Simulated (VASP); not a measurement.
# Re (Fm-3m) in VASP: single point with PBEsol

Aim: the single point of Re with PBEsol.

All numbers are computed with VASP 6.6.1; they aren't measurements. Logs are shortened: lines on timing, memory, paths and dates and some standing lists are left out, and cuts for length are marked.

### Step 1. The cell of the first run

It takes space group Fm-3m (No. 225, cubic). Conventional cell: a = 3.880 Å, b = 3.880 Å, c = 3.880 Å, α = 90.00°, β = 90.00°, γ = 90.00°. Re (site symmetry m-3m) has 12 Re at 2.74 Å within 3.6 Å.

### Step 2. Single point, PBEsol

Contents of INCAR:

```
SYSTEM = Re
ALGO = Normal ; EDIFF = 1E-6
ENCUT = 520 ; GGA = PS
ISIF = 2 ; ISMEAR = 0
LASPH = .True. ; LCHARG = .True.
LELF = .True. ; LREAL = .False.
LVHAR = .True. ; LWAVE = .False.
NBANDS = 10 ; NELM = 60
PREC = Accurate ; SIGMA = 0.1
```

Contents of KPOINTS:

```
k-points
0
Gamma
  24 24 24
  0 0 0
```

Contents of POSCAR:

```
Re
1.0
    0.0000000000      1.9401442724      1.9401442724
    1.9401442724      0.0000000000      1.9401442724
    1.9401442724      1.9401442724      0.0000000000
Re
1
Direct
    0.5000000000      0.5000000000      0.5000000000
```

Potentials or basis: VASP PAW PBE potentials, release 64 (Re).

Launch:

```console
$ cat potpaw_PBE.64/Re/POTCAR > POTCAR
$ mpirun -np 1 vasp_std > vasp.out
```

OUTCAR:

```text
SYSTEM = Re
   EDIFF = 1E-6
   ENCUT = 520
   GGA = PS
   ISIF = 2
   ISMEAR = 0
   LASPH = .True.
   LREAL = .False.
   NELM = 60
   PREC = Accurate

 ion  position               nearest neighbor table
   1  0.500  0.500  0.500-

  LATTYP: Found a face centered cubic cell.
 ALAT       =     3.8802885448

  Lattice vectors:

 A1 = (   0.0000000000,   1.9401442724,   1.9401442724)
 A2 = (   1.9401442724,   0.0000000000,   1.9401442724)
 A3 = (   1.9401442724,   1.9401442724,   0.0000000000)

Analysis of symmetry for initial positions (statically):
[... 5 lines left out ...]
 face centered cubic supercell.

 Subroutine GETGRP returns: Found 48 space group operations
 (whereof 48 operations were pure point group operations)
 out of a pool of 48 trial point group operations.

The static configuration has the point symmetry O_h .

Analysis of symmetry for dynamics (positions and initial velocities):
[... 5 lines left out ...]
 face centered cubic supercell.

 Subroutine GETGRP returns: Found 48 space group operations
 (whereof 48 operations were pure point group operations)
 out of a pool of 48 trial point group operations.

The dynamic configuration has the point symmetry O_h .

 Subroutine INISYM returns: Found 48 space group operations
 (whereof 48 operations are pure point group operations),
 and found     1 'primitive' translations

----------------------------------------------------------------------------------------

                                     Primitive cell

  volume of cell :      14.6060

  direct lattice vectors                    reciprocal lattice vectors
     0.000000000  1.940144272  1.940144272    -0.257712793  0.257712793  0.257712793
     1.940144272  0.000000000  1.940144272     0.257712793 -0.257712793  0.257712793
     1.940144272  1.940144272  0.000000000     0.257712793  0.257712793 -0.257712793

  length of vectors
     2.743778343  2.743778343  2.743778343     0.446371652  0.446371652  0.446371652

  position of ions in fractional coordinates (direct lattice)
     0.500000000  0.500000000  0.500000000

  ion indices of the primitive-cell ions
   primitive index   ion index
                 1           1

----------------------------------------------------------------------------------------

 KPOINTS: k-points

Automatic generation of k-mesh.
 Grid dimensions read from file:
 generate k-points for:   24   24   24

 Generating k-lattice:
[... 57 lines left out ...]
   LNONCOLLINEAR =      F non collinear calculations
   LSORBIT =      F    spin-orbit coupling
   LASPH  =      T    aspherical Exc in radial PAW
   ENCUT  =  520.0 eV  38.22 Ry    6.18 a.u.   5.10  5.10  5.10*2*pi/ulx,y,z
   NELM   =     60;   NELMIN=  2; NELMDL= -5     # of ELM steps
   EDIFF  = 0.1E-05   stopping-criterion for ELM
   LREAL  =      F    real-space projection
   EDIFFG = 0.1E-04   stopping-criterion for IOM
   NSW    =      0    number of steps for IOM
   IBRION =     -1    ionic relax: 0-MD 1-quasi-New 2-CG
   NFREE  =      0    steps in history (QN), initial steepest desc. (CG)
   ISIF   =      2    stress and relaxation
   ISYM   =      2    0-nonsym 1-usesym 2-fastsym
   POTIM  = 0.5000    time-step for ionic-motion
   TEBEG  =    0.0;   TEEND  =   0.0 temperature during run
   PSTRESS=    0.0 pullay stress
   NELECT =       7.0000    total number of electrons
   NUPDOWN=      -1.0000    fix difference up-down
   EMIN   =  10.00;   EMAX   =-10.00  energy-range for DOS
   EFERMI =   0.00;   METHOD = LEGACY
   ISMEAR =     0;   SIGMA  =   0.10  broadening in eV -4-tet -1-fermi 0-gaus
   EFERMI_NEDOS =   21; number of points for ismear=-14 and -15
   IALGO  =     38    algorithm
   IMIX   =      4    mixing-type and parameters
     AMIX     =   0.40;   BMIX     =  1.00
     AMIX_MAG =   1.60;   BMIX_MAG =  1.00
  volume/ion in A,a.u.               =      14.61        98.57
  Fermi-wavevector in a.u.,A,eV,Ry     =   1.281141  2.421005 22.331534  1.641321
  Thomas-Fermi vector in A             =   2.413528
   LORBIT       =      0    0 simple, 1 ext, 2 COOP (PROOUT), +10 PAW based schemes
   GGA     = PS    functional components
   LHFCALC =     F    Hartree Fock is set to
   AEXX    =    0.0000 exact exchange contribution
   IVDW    =     0    specifies the selected vdW correction
   LEPSILON=     F    determine dielectric tensor
   LRPA    =     F    only Hartree local field effects (RPA)
 non-spin polarized calculation
 Gauss-broadening in eV      SIGMA  =   0.10
  energy-cutoff  :      520.00
  volume of cell :       14.61
 maximum number of plane-waves:       411
   NGX = 11   NGY = 11   NGZ = 11

 number of electron       7.0000001 magnetization

 Free energy of the ion-electron system (eV)
  ---------------------------------------------------
  ext. energy  EPLUGINS =         0.00000000
  ---------------------------------------------------
  free energy    TOTEN  =       -13.30403779 eV

  energy without entropy =      -13.29905599  energy(sigma->0) =      -13.30154689

 E-fermi :   8.0783     XC(G=0): -13.8607

 val. band max:        8.0738552013   @ k =   0.5000   0.2500   0.0417
 cond. band min:       8.0800706944   @ k =   0.4583   0.3750   0.0417
 fundamental gap:      0.0062154931
 Fermi energy:         8.0782703380

 k-point     1 :       0.0000    0.0000    0.0000
  band No.  band energies     occupation
      1      -2.1375      2.00000
      2       6.1388      2.00000
      3       6.1388      2.00000
      4       6.1388      2.00000
      5       9.3629      0.00000
      6       9.3629      0.00000
      7      22.0400      0.00000
      8      27.7114      0.00000
      9      27.7114      0.00000
     10      27.7114      0.00000
[... 287 lines left out ...]
 k-point    24 :       0.4583    0.0417    0.0000
  band No.  band energies     occupation
      1       1.1988      2.00000
      2       5.8669      2.00000
      3       6.0474      2.00000
      4       7.7463      2.00000
      5      11.8110      0.00000
      6      11.8875      0.00000
      7      18.5286      0.00000
      8      21.9884      0.00000
      9      28.4437      0.00000
     10      28.8898      0.00000

 [... further k-points ...]
[... 5 lines left out ...]
  --------------------------------------------------------------------------------------
  -------------------------------------------------------------------------------------
  Total       -0.0039693     -0.0039693     -0.0039693     -0.0000000     -0.0000000      0.0000000
  in kB       -0.4354031     -0.4354031     -0.4354031     -0.0000000     -0.0000000      0.0000000
  external PRESSURE =      -0.4354031 kB  Pullay stress =       0.0000000 kB

 VOLUME and BASIS-vectors are now :
 -----------------------------------------------------------------------------
  energy-cutoff  :      520.00
  volume of cell :       14.61
      direct lattice vectors                 reciprocal lattice vectors
     0.000000000  1.940144272  1.940144272    -0.257712793  0.257712793  0.257712793
     1.940144272  0.000000000  1.940144272     0.257712793 -0.257712793  0.257712793
     1.940144272  1.940144272  0.000000000     0.257712793  0.257712793 -0.257712793

 POSITION                                       TOTAL-FORCE (eV/Angst)
 -----------------------------------------------------------------------------------
      1.94014      1.94014      1.94014        -0.000000      0.000000      0.000000
 -----------------------------------------------------------------------------------
    total drift:                                0.000000      0.000000      0.000000

  FREE ENERGIE OF THE ION-ELECTRON SYSTEM (eV)
  ---------------------------------------------------
  free  energy   TOTEN  =       -13.3040377938 eV

  energy  without entropy=      -13.2990559918  energy(sigma->0) =      -13.30154689
```

OSZICAR:

```text
N       E                     dE             d eps       ncg     rms          rms(c)
DAV:   1     0.327257663859E+01    0.32726E+01   -0.33345E+03 12844   0.794E+02
DAV:   2    -0.136370831114E+02   -0.16910E+02   -0.15541E+02 12644   0.162E+02
DAV:   3    -0.140569095397E+02   -0.41983E+00   -0.39961E+00 13450   0.429E+01
DAV:   4    -0.140591377301E+02   -0.22282E-02   -0.22241E-02 13442   0.153E+00
DAV:   5    -0.140591410809E+02   -0.33507E-05   -0.33494E-05 11900   0.293E-02    0.318E+01
DAV:   6    -0.135051503977E+02    0.55399E+00   -0.45211E-01 13044   0.173E+01    0.133E+01
DAV:   7    -0.133107755940E+02    0.19437E+00   -0.35074E-01 13116   0.146E+01    0.650E-01
DAV:   8    -0.133043904068E+02    0.63852E-02   -0.32832E-03 12404   0.453E-01    0.117E-01
DAV:   9    -0.133040370711E+02    0.35334E-03   -0.21108E-04 12564   0.107E-01    0.303E-02
DAV:  10    -0.133040378249E+02   -0.75384E-06   -0.23451E-05 10680   0.527E-02    0.316E-03
DAV:  11    -0.133040377938E+02    0.31106E-07   -0.36203E-07  8048   0.112E-02
   1 F= -.13304038E+02 E0= -.13301547E+02  d E =-.498180E-02
```

stdout:

```text
POSCAR found type information on POSCAR Re
 POSCAR found :  1 types and       1 ions
 scaLAPACK will be used
 -----------------------------------------------------------------------------
|                                                                             |
|                                                                             |
|     You enforced a specific xc type in the INCAR file but a different       |
|     I HOPE YOU KNOW WHAT YOU ARE DOING!                                     |
|                                                                             |
 -----------------------------------------------------------------------------

 LDA part: xc-table for (Slater+PW92), standard interpolation
 POSCAR, INCAR and KPOINTS ok, starting setup
 FFT: planning ... GRIDC
 FFT: planning ... GRID_SOFT
 FFT: planning ... GRID
 WAVECAR not read
 entering main loop
```

It took 33 s on 1 thread of AMD EPYC 9R14 (Zen 4), shared host; peak memory 0.15 GiB.

What came out:

| Quantity | Value |
| --- | --- |
| Free energy | -13.3040 eV |
| Pressure | 0.0 GPa |

Caveat: the PAW data sets were made with another functional, which shifts forces and pressure a little; spin-orbit coupling is left out, which moves the levels of the heavy elements.
